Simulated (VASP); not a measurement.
# Si (P6_3/mmc) in VASP: further runs, part 2 of 2

VASP 6.6.1. Earlier steps stand in the parts before.

**3. Single point, PBE**

This run uses another cell than the first one, of the same volume but with other edges.

Input file INCAR:

```
SYSTEM = Si
PREC = Accurate
ENCUT = 520
EDIFF = 1E-6
ISMEAR = 0
SIGMA = 0.05
LREAL = .FALSE.
LASPH = .TRUE.
NELM = 60
ALGO = Normal
ISIF = 2
LWAVE = .FALSE.
LCHARG = .FALSE.
GGA = PE
NBANDS = 16
```

Input file KPOINTS:

```
Automatic mesh
0
G
  12 12 6
  0 0 0
```

Input file POSCAR:

```
Si
1.0
    3.8850721999      0.0000000000      0.0000000000
   -1.9425361000      3.3645712207      0.0000000000
    0.0000000000      0.0000000000      6.2538007202
Si
4
Direct
    0.3333333333      0.6666666667      0.0723590967
    0.6666666667      0.3333333333      0.5723590967
    0.3333333333      0.6666666667      0.4276409033
    0.6666666667      0.3333333333      0.9276409033
```

Potentials or basis: VASP PAW PBE potentials, release 64 (Si).

Launch:

```bash
$ cat potpaw_PBE.64/Si/POTCAR > POTCAR
$ mpirun -np 1 vasp_std > vasp.out
```

OUTCAR:

```text
SYSTEM = Si
   PREC = Accurate
   ENCUT = 520
   EDIFF = 1E-6
   ISMEAR = 0
   LREAL = .FALSE.
   LASPH = .TRUE.
   NELM = 60
   ISIF = 2
   GGA = PE

 ion  position               nearest neighbor table
   1  0.333  0.667  0.072-   3 2.22   4 2.42   4 2.42   4 2.42
   2  0.667  0.333  0.572-   4 2.22   3 2.42   3 2.42   3 2.42
   3  0.333  0.667  0.428-   1 2.22   2 2.42   2 2.42   2 2.42
   4  0.667  0.333  0.928-   2 2.22   1 2.42   1 2.42   1 2.42

  LATTYP: Found a hexagonal cell.
 ALAT       =     3.8850721999
 C/A-ratio  =     1.6097000000

  Lattice vectors:

 A1 = (   3.8850721999,   0.0000000000,   0.0000000000)
 A2 = (  -1.9425361000,   3.3645712207,   0.0000000000)
 A3 = (   0.0000000000,   0.0000000000,   6.2538007202)

Analysis of symmetry for initial positions (statically):
=====================================================================
 Subroutine PRICEL returns:
 Original cell was already a primitive cell.

 Routine SETGRP: Setting up the symmetry group for a
 hexagonal supercell.

 Subroutine GETGRP returns: Found 24 space group operations
 (whereof 12 operations were pure point group operations)
 out of a pool of 24 trial point group operations.

The static configuration has the point symmetry D_3d.
 The point group associated with its full space group is D_6h.

Analysis of symmetry for dynamics (positions and initial velocities):
=====================================================================
 Subroutine PRICEL returns:
 Original cell was already a primitive cell.

 Routine SETGRP: Setting up the symmetry group for a
 hexagonal supercell.

 Subroutine GETGRP returns: Found 24 space group operations
 (whereof 12 operations were pure point group operations)
 out of a pool of 24 trial point group operations.

The dynamic configuration has the point symmetry D_3d.
 The point group associated with its full space group is D_6h.

[... 117 lines left out ...]
   ISMEAR =     0;   SIGMA  =   0.05  broadening in eV -4-tet -1-fermi 0-gaus
   EFERMI_NEDOS =   21; number of points for ismear=-14 and -15
   IALGO  =     38    algorithm
   IMIX   =      4    mixing-type and parameters
     AMIX     =   0.40;   BMIX     =  1.00
     AMIX_MAG =   1.60;   BMIX_MAG =  1.00
  volume/ion in A,a.u.               =      20.44       137.91
  Fermi-wavevector in a.u.,A,eV,Ry     =   0.950511  1.796206 12.292475  0.903471
  Thomas-Fermi vector in A             =   2.078895
   LORBIT       =      0    0 simple, 1 ext, 2 COOP (PROOUT), +10 PAW based schemes
   GGA     = PE    functional components
   LHFCALC =     F    Hartree Fock is set to
   AEXX    =    0.0000 exact exchange contribution
   IVDW    =     0    specifies the selected vdW correction
   LEPSILON=     F    determine dielectric tensor
   LRPA    =     F    only Hartree local field effects (RPA)
 non-spin polarized calculation
 Gauss-broadening in eV      SIGMA  =   0.05
  energy-cutoff  :      520.00
  volume of cell :       81.75
 maximum number of plane-waves:      2226
 NGX is ok and might be reduce to    30

 number of electron      15.9999999 magnetization

 Free energy of the ion-electron system (eV)
  ---------------------------------------------------
  ext. energy  EPLUGINS =         0.00000000
  ---------------------------------------------------
  free energy    TOTEN  =       -21.34479437 eV

  energy without entropy =      -21.34477068  energy(sigma->0) =      -21.34478253

 E-fermi :   6.2783     XC(G=0):  -9.3248

 val. band max:        6.2116694026   @ k =   0.0000   0.0000   0.0000
 cond. band min:       6.3549084886   @ k =   0.5000   0.0000   0.0000
 fundamental gap:      0.1432390861
 Fermi energy:         6.2782719199

 k-point     1 :       0.0000    0.0000    0.0000
  band No.  band energies     occupation
      1      -6.2400      2.00000
      2      -3.5556      2.00000
      3      -1.8438      2.00000
      4       4.3361      2.00000
      5       4.3361      2.00000
      6       4.9350      2.00000
[... 433 lines left out ...]
      3      -1.3453      2.00000
      4       1.2470      2.00000
      5       1.4275      2.00000
      6       3.2080      2.00000
[... 8 lines left out ...]
     15      12.8358      0.00000
     16      13.0189      0.00000

 [... further k-points ...]
[... 5 lines left out ...]
  --------------------------------------------------------------------------------------
  -------------------------------------------------------------------------------------
  Total       -2.0833127     -2.0833127      5.7123508      0.0000000      0.0000000      0.0000000
  in kB      -40.8312036    -40.8312036    111.9573464      0.0000000      0.0000000      0.0000000
  external PRESSURE =      10.0983131 kB  Pullay stress =       0.0000000 kB

 VOLUME and BASIS-vectors are now :
 -----------------------------------------------------------------------------
  energy-cutoff  :      520.00
  volume of cell :       81.75
      direct lattice vectors                 reciprocal lattice vectors
     3.885072200  0.000000000  0.000000000     0.257395474  0.148607346  0.000000000
    -1.942536100  3.364571221  0.000000000     0.000000000  0.297214692  0.000000000
     0.000000000  0.000000000  6.253800720     0.000000000  0.000000000  0.159902761

 POSITION                                       TOTAL-FORCE (eV/Angst)
 -----------------------------------------------------------------------------------
     -0.00000      2.24305      0.45252         0.000000     -0.000000     -2.225764
      1.94254      1.12152      3.57942         0.000000      0.000000     -2.225764
     -0.00000      2.24305      2.67438        -0.000000     -0.000000      2.225764
      1.94254      1.12152      5.80128         0.000000      0.000000      2.225764
 -----------------------------------------------------------------------------------
    total drift:                               -0.000000      0.000000     -0.000000

  FREE ENERGIE OF THE ION-ELECTRON SYSTEM (eV)
  ---------------------------------------------------
  free  energy   TOTEN  =       -21.3447943747 eV

  energy  without entropy=      -21.3447706800  energy(sigma->0) =      -21.34478253
```

OSZICAR:

```text
N       E                     dE             d eps       ncg     rms          rms(c)
DAV:   1     0.272279521977E+02    0.27228E+02   -0.59398E+03  2432   0.817E+02
DAV:   2    -0.197867854179E+02   -0.47015E+02   -0.42471E+02  3288   0.121E+02
DAV:   3    -0.216804070779E+02   -0.18936E+01   -0.18788E+01  3304   0.230E+01
DAV:   4    -0.217028273889E+02   -0.22420E-01   -0.22412E-01  3056   0.319E+00
DAV:   5    -0.217032325662E+02   -0.40518E-03   -0.40511E-03  3384   0.409E-01    0.681E+00
DAV:   6    -0.214558155077E+02    0.24742E+00   -0.10172E-01  2816   0.152E+00    0.414E+00
DAV:   7    -0.213419206024E+02    0.11389E+00   -0.21695E-01  2904   0.231E+00    0.250E-01
DAV:   8    -0.213441949227E+02   -0.22743E-02   -0.16357E-02  2880   0.674E-01    0.133E-01
DAV:   9    -0.213446088941E+02   -0.41397E-03   -0.61083E-04  3328   0.145E-01    0.923E-02
DAV:  10    -0.213447793151E+02   -0.17042E-03   -0.16807E-04  2848   0.649E-02    0.205E-02
DAV:  11    -0.213447919884E+02   -0.12673E-04   -0.21933E-05  3160   0.247E-02    0.126E-02
DAV:  12    -0.213447940453E+02   -0.20568E-05   -0.25457E-06  2872   0.884E-03    0.488E-03
DAV:  13    -0.213447943747E+02   -0.32939E-06   -0.67784E-07  2400   0.425E-03
   1 F= -.21344794E+02 E0= -.21344783E+02  d E =-.236947E-04
```

Wall time 2.4 min (1 thread of Intel Xeon 8259CL, shared host); peak memory 0.23 GiB.

Results:

```yaml
Free_energy: -21.3448 eV
Pressure: 1.0 GPa
Largest_force: 2.226 eV/Å
Band_gap_on_the_k_mesh: 0.14 eV (least direct gap 0.57 eV)
```

Forces in eV/Å, atoms in the order of the input:
```
Si   0.000  0.000 -2.226
Si   0.000  0.000 -2.226
Si   0.000  0.000  2.226
Si   0.000  0.000  2.226
```

Levels at points of the mesh, in eV from the valence-band top:
```
           k point  band 4  band 5  band 6  band 7  band 8  band 9  band 10  band 11  band 12  band 13
(0.00, 0.00, 0.00)   -1.88   -1.88   -1.28    0.00    0.00    0.57     1.35     1.35     2.67     2.98
(0.50, 0.00, 0.00)   -5.92   -5.23   -3.65   -3.35   -1.40    0.14     2.16     2.18     2.21     4.79
(0.00, 0.00, 0.50)   -4.79   -1.21   -1.21   -1.21   -1.21    1.45     1.45     2.61     2.61     2.61
(0.50, 0.00, 0.50)   -7.39   -2.93   -2.93   -2.63   -2.63    0.50     0.50     1.63     1.63     4.94
```

Caveat: the cell differs from its parent crystal (atoms shifted along a free coordinate, c/a of the conventional cell at fixed volume 1.6097); the stress differs along the axes, from -4 to 11 GPa; semilocal functionals underestimate gaps, and a narrow one can read as zero; forces of over 1 eV/Å act on the atoms, so gaps and moduli don't describe the material at rest. A k mesh can miss the band edges.

**4. Single point, PBE (20.44 Å³/atom, c/a of the conventional cell at fixed volume 1.8676)**

Input file INCAR:

```
PREC = Accurate ; ENCUT = 520
EDIFF = 1E-7 ; ISMEAR = 0
SIGMA = 0.05 ; LREAL = False
LASPH = True ; NELM = 80
ALGO = Normal ; ISIF = 2
LWAVE = False ; LCHARG = False
GGA = PE ; NBANDS = 16
```

Input file KPOINTS:

```
regular mesh
0
Gamma
  12 12 6
```

Input file POSCAR:

```
Si
1.0
    3.6973121707      0.0000000000      0.0000000000
   -1.8486560853      3.2019662655      0.0000000000
    0.0000000000      0.0000000000      6.9051002099
Si
4
Direct
    0.3333333333      0.6666666667      0.0629320729
    0.6666666667      0.3333333333      0.5629320729
    0.3333333333      0.6666666667      0.4370679271
    0.6666666667      0.3333333333      0.9370679271
```

Launch:

```bash
$ cat potpaw_PBE.64/Si/POTCAR > POTCAR
$ mpirun -np 1 vasp_std > vasp.out
```

Run time: 2.6 min. Hardware: 1 thread of Intel Xeon 8259CL, shared host; peak memory 0.23 GiB.

The run converged. Its results:

* Free energy: -21.1663 eV
* Pressure: 1.6 GPa
* Largest force: 0.790 eV/Å
* Band gap on the k mesh: 0.22 eV

Forces in eV/Å, atoms in the order of the input:
```
Si   0.000  0.000  0.790
Si   0.000  0.000  0.790
Si   0.000  0.000 -0.790
Si   0.000  0.000 -0.790
```

Stress tensor (GPa, compression positive):
```
  9.02   0.00   0.00
  0.00   9.02   0.00
  0.00   0.00 -13.22
```

Levels at points of the mesh, in eV from the valence-band top:
```csv
k point,band 6,band 7,band 8,band 9,band 10,band 11
"(0.00, 0.00, 0.00)",-0.74,0.00,0.00,0.22,2.23,2.62
"(0.50, 0.00, 0.00)",-2.80,-2.66,-1.63,0.86,2.07,2.60
"(0.00, 0.00, 0.50)",-0.54,-0.54,-0.54,2.64,2.64,3.29
"(0.50, 0.00, 0.50)",-2.76,-2.22,-2.22,0.53,0.53,1.54
```

Caveat: the cell differs from its parent crystal (c/a of the conventional cell at fixed volume 1.8676); the stress differs along the axes, from -13 to 9 GPa; semilocal functionals underestimate gaps, and a narrow one can read as zero. A k mesh can miss the band edges.

**5. Overview**

| cell | gap on the mesh (eV) | pressure (GPa) | largest force (eV/Å) |
| --- | --- | --- | --- |
| a = 3.787, b = 3.787, c = 6.583 Å, angles 90.0, 90.0, 120.0°, 4 atoms, atomic positions A | none | -0.5 | 2.09 |
| a = 3.885, b = 3.885, c = 6.254 Å, angles 90.0, 90.0, 120.0°, 4 atoms, atomic positions B | 0.14 | 1.0 | 2.23 |
| a = 3.697, b = 3.697, c = 6.905 Å, angles 90.0, 90.0, 120.0°, 4 atoms, atomic positions C | 0.22 | 1.6 | 0.79 |

Alike in all rows: task single point; level PBE; potentials or basis VASP PAW PBE potentials, release 64 (Si); no spin polarisation; k mesh 12 × 12 × 6; cutoff (eV) 520; smearing gaussian 0.05 eV.

Caveats: semilocal functionals underestimate gaps, and a narrow one can read as zero; forces of over 1 eV/Å act on the atoms, so gaps and moduli don't describe the material at rest (at least some runs); the stress differs along the axes, from -4 to 11 GPa (at least some runs); the stress differs along the axes, from -13 to 9 GPa (at least some runs).

Absolute energies hang on the potentials; compare differences alone.
